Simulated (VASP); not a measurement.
# SbP3: relaxation of cell and atoms with PBE

SbP3:

```
Sb P
1.0
     5.86630    0.00000    0.00000
    -2.93315    5.08036    0.00000
     0.00000    0.00000    5.74250
Sb P
1 3
Direct
  0.00000 0.00000 0.23658
  0.00000 0.78160 0.61792
  0.78160 0.00000 0.61792
  0.21840 0.21840 0.61792
```

The cell was generated, and may not be a known phase.

```yaml
Program: VASP 6.6.1
Task: relaxation of cell and atoms
Functional: PBE
Potentials_or_basis: VASP PAW PBE potentials, release 64 (Sb, P)
Cutoff: 600 eV
k_mesh: 6 × 6 × 6
Occupations: gaussian, width 0.02 eV
Spin: no spin polarisation
Dipole_correction: no
Further_INCAR_settings: ALGO = Normal; EDIFF = 1e-06; IBRION = 2; EDIFFG = -0.01; NSW = 100; ISIF = 3
```

```json
{
  "Relaxed volume": "43.33 Å³/atom",
  "Relaxed cell": "a = 5.954 Å, b = 5.954 Å, c = 5.646 Å, α = 90.00°, β = 90.00°, γ = 120.00°",
  "Space group after relaxing (to 0.1 Å)": "P31m (No. 157)",
  "Energy gained by relaxing": "0.7 meV/atom",
  "Ionic steps": "19",
  "Pressure after relaxing": "0.0 GPa",
  "Largest force after relaxing": "0.010 eV/Å",
  "Band gap on the k mesh": "2.31 eV (least direct gap 2.39 eV)"
}
```

Forces in eV/Å, atoms in the order of the input:
```
Sb   0.000  0.000  0.010
P    0.003 -0.005 -0.003
P   -0.005  0.000 -0.003
P    0.003  0.005 -0.003
```

The path:
```
step  energy change (eV)  largest force (eV/Å)  pressure (GPa)  volume (Å³)
   1              0.0000                0.1023           -0.08       171.14
   2              0.0002                0.1134            0.19       170.60
   3             -0.0004                0.0507            0.05       170.89
   4             -0.0006                0.0076            0.00       171.09
   5             -0.0006                0.0314           -0.02       171.19
   6             -0.0007                0.0300           -0.02       171.24
   7             -0.0011                0.0254           -0.02       171.39
   8             -0.0016                0.0172           -0.01       171.69
   9             -0.0023                0.0130            0.00       172.28
  10             -0.0026                0.0477            0.05       173.43
  11             -0.0027                0.0306            0.03       172.99
  12             -0.0026                0.0774           -0.04       173.68
  13             -0.0027                0.0125            0.01       173.26
  14             -0.0027                0.0141            0.01       173.27
  15             -0.0027                0.0460           -0.02       173.47
  16             -0.0027                0.0155            0.00       173.28
  17             -0.0027                0.0143            0.00       173.27
  18             -0.0028                0.0156            0.04       173.38
  19             -0.0028                0.0098            0.02       173.34
```

Final structure:
```cif
data_structure
_symmetry_space_group_name_H-M 'P 1'
_symmetry_Int_Tables_number 1
_cell_length_a 5.9540
_cell_length_b 5.9540
_cell_length_c 5.6462
_cell_angle_alpha 90.000
_cell_angle_beta 90.000
_cell_angle_gamma 120.000
_cell_volume 173.34
loop_
_atom_site_label
_atom_site_type_symbol
_atom_site_fract_x
_atom_site_fract_y
_atom_site_fract_z
_atom_site_occupancy
Sb1 Sb 0.00000 0.00000 0.23083 1
P1 P 0.00000 0.78544 0.61983 1
P2 P 0.78544 0.00000 0.61983 1
P3 P 0.21456 0.21456 0.61983 1
```

Levels at points of the mesh, in eV from the valence-band top:
```
           k point  band 7  band 8  band 9  band 10  band 11  band 12  band 13  band 14
(0.00, 0.00, 0.00)   -1.49   -1.49    0.00     0.00     2.87     2.87     3.10     5.44
(0.50, 0.00, 0.00)   -1.36   -0.95   -0.27    -0.08     2.31     2.75     3.37     4.56
(0.00, 0.00, 0.50)   -1.48   -1.06   -0.72    -0.72     2.58     3.17     4.24     4.24
(0.50, 0.00, 0.50)   -1.26   -0.99   -0.80    -0.78     2.84     3.46     4.10     4.26
```

It took 20 min on 1 thread of Oxide Virtual Turin-like Processor, with other jobs on the host, peak memory 0.37 GiB.

Caveat: spin-orbit coupling is left out, which moves the levels of the heavy elements; this functional lacks dispersion, which binds layers or chains, so the pressure and a relaxed spacing across them are unreliable. A k mesh can miss the band edges.
